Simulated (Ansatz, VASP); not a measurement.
GaN: VASP beside Ansatz

Contents of POSCAR:

```
GaN
1.0
    0.0000000000      2.2535006075      2.2535006075
    2.2535006075      0.0000000000      2.2535006075
    2.2535006075      2.2535006075      0.0000000000
Ga N
1 1
Direct
    0.0000000000      0.0000000000      0.0000000000
    0.2500000000      0.2500000000      0.2500000000
```

INCAR.step1

```
SYSTEM = GaN
PREC     = Accurate       ! precision mode
ENCUT    = 520            ! plane-wave cutoff, eV
EDIFF    = 1E-5           ! SCF threshold, eV
ISMEAR   = -1             ! smearing method
SIGMA    = 0.05           ! smearing width, eV
LREAL    = .FALSE.        ! projectors in reciprocal space
LASPH    = .TRUE.         ! aspherical terms in the spheres
NELM     = 60             ! most SCF steps
ALGO     = Normal         ! electronic algorithm
ISIF     = 2              ! what is computed and relaxed
LWAVE    = .TRUE.         ! write WAVECAR
GGA      = PE             ! functional
NBANDS   = 16             ! bands
```

Contents of INCAR.step2:

```
SYSTEM = GaN
PREC     = Accurate       ! precision mode
ENCUT    = 520            ! plane-wave cutoff, eV
EDIFF    = 1E-6           ! SCF threshold, eV
ISMEAR   = -1             ! smearing method
SIGMA    = 0.05           ! smearing width, eV
LREAL    = .FALSE.        ! projectors in reciprocal space
LASPH    = .TRUE.         ! aspherical terms in the spheres
NELM     = 60             ! most SCF steps
ALGO     = Normal         ! electronic algorithm
ISIF     = 2              ! what is computed and relaxed
LWAVE    = .FALSE.        ! write WAVECAR
LCHARG   = .TRUE.         ! write CHGCAR
GGA      = B5             ! functional
LHFCALC  = .TRUE.         ! exact exchange
AEXX     = 0.2            ! exact-exchange fraction
AGGAX    = 0.72         
AGGAC    = 0.81         
ALDAC    = 0.19         
PRECFOCK = Normal       
LELF     = .TRUE.         ! ELF
LVHAR    = .TRUE.       
ISTART   = 1            
NBANDS   = 16             ! bands
```

KPOINTS

```
regular mesh
0
G
  6 6 6
  0 0 0
```

File input.yaml:

```yaml
crystal:
  lattice:
    - [0.0, 2.2535006075, 2.2535006075]
    - [2.2535006075, 0.0, 2.2535006075]
    - [2.2535006075, 2.2535006075, 0.0]
  atoms:
    - { symbol: Ga, position: [0.0, 0.0, 0.0] }
    - { symbol: "N", position: [0.25, 0.25, 0.25] }
hamiltonian:
  xc: b3lyp5
  pseudopotentials: { kind: paw }
kpoints:
  mp_grid: { grid: [6, 6, 6] }
  band_path:
    path:
      - [[0.0, 0.0, 0.0], [0.5, 0.0, 0.5], [0.5, 0.25, 0.75], [0.375, 0.375, 0.75], [0.0, 0.0, 0.0], [0.5, 0.5, 0.5], [0.625, 0.25, 0.625], [0.5, 0.25, 0.75], [0.5, 0.5, 0.5], [0.375, 0.375, 0.75]]
      - [[0.625, 0.25, 0.625], [0.5, 0.0, 0.5]]
    npoints: 4
scf:
  occupations: { method: fermi_dirac, width: 0.05 }
  n_extra_bands: 6
output:
  forces: true
  stress: true
  eigenvalues: true
  fatbands: false
```

Alike in both runs: functional B3LYP5; k mesh 6 × 6 × 6; occupations fermi-dirac, width 0.05 eV; no spin polarisation.

|  | VASP | Ansatz |
| --- | --- | --- |
| version | VASP 6.6.1 | Ansatz 0.2.0 |
| potentials or method | VASP PAW PBE potentials, release 64 (Ga_d, N) | Ansatz PAW |
| plane-wave cutoff (eV) | 520 | 420 |
| valence electrons in the cell | 18 | 18 |
| task | single point | band structure |

VASP gave:

| Property | Result |
| --- | --- |
| gap on the k mesh at the Fermi level (eV) | 3.40 |
| least direct gap on the mesh (eV) | 3.40 |
| pressure (GPa) | 5.5 |

Question: What did Ansatz give for the same quantities?

Answer: gap on the k mesh at the Fermi level (eV): 3.38; least direct gap on the mesh (eV): 3.38; pressure (GPa): 4.2.

VASP's potentials were made for PBE, not for B3LYP5. With one functional, cell and mesh, what is left measures potentials, basis and numerics.
